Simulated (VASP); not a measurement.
Set up this calculation in VASP 6.6.1, as the native input.

```yaml
Task: single point
Functional: PBE
Potentials_or_basis: VASP PAW PBE potentials, release 64 (H, Rh_pv)
Cutoff: 520 eV
k_mesh: 12 × 12 × 12
Occupations: gaussian, width 0.1 eV
Spin: no spin polarisation
Dipole_correction: no
Further_INCAR_settings: ALGO = Normal; EDIFF = 1e-06; NBANDS = 20
```

The structure of H6Rh lies in POSCAR:

```
H6Rh
1.0
    0.0000000000      2.8770612605      2.8770612605
    2.8770612605      0.0000000000      2.8770612605
    2.8770612605      2.8770612605      0.0000000000
H Rh
6 1
Direct
    0.8444421813      0.4666734560      0.8444421813
    0.8444421813      0.8444421813      0.8444421813
    0.4666734560      0.8444421813      0.8444421813
    0.8444421813      0.8444421813      0.4666734560
    0.2500000000      0.2500000000      0.2500000000
    0.5000000000      0.5000000000      0.5000000000
    0.0000000000      0.0000000000      0.0000000000
```

These files were run (other wordings do the same):

INCAR

```
SYSTEM = H6Rh
  PREC = Accurate
  ENCUT = 520
  EDIFF = 1E-6
  ISMEAR = 0
  SIGMA = 0.1
  LREAL = .FALSE.
  LASPH = .TRUE.
  NELM = 100
  ALGO = Normal
  ISIF = 2
  LWAVE = .FALSE.
  LCHARG = .FALSE.
  GGA = PE
  NBANDS = 20
```

KPOINTS

```
Automatic mesh
0
G
  12 12 12
  0 0 0
```

Potentials or basis: VASP PAW PBE potentials, release 64 (H, Rh_pv).

Run with:

```bash
$ cat potpaw_PBE.64/H/POTCAR potpaw_PBE.64/Rh_pv/POTCAR > POTCAR
$ mpirun -np 1 vasp_std > vasp.out
```

It gave:

The pressure is -0.2 GPa and the largest force is 0.024 eV/Å.

Run time: 32 s on 1 thread of Intel(R) Xeon(R) 6975P-C (Granite Rapids), with other jobs on the host, peak memory 0.2 GiB.
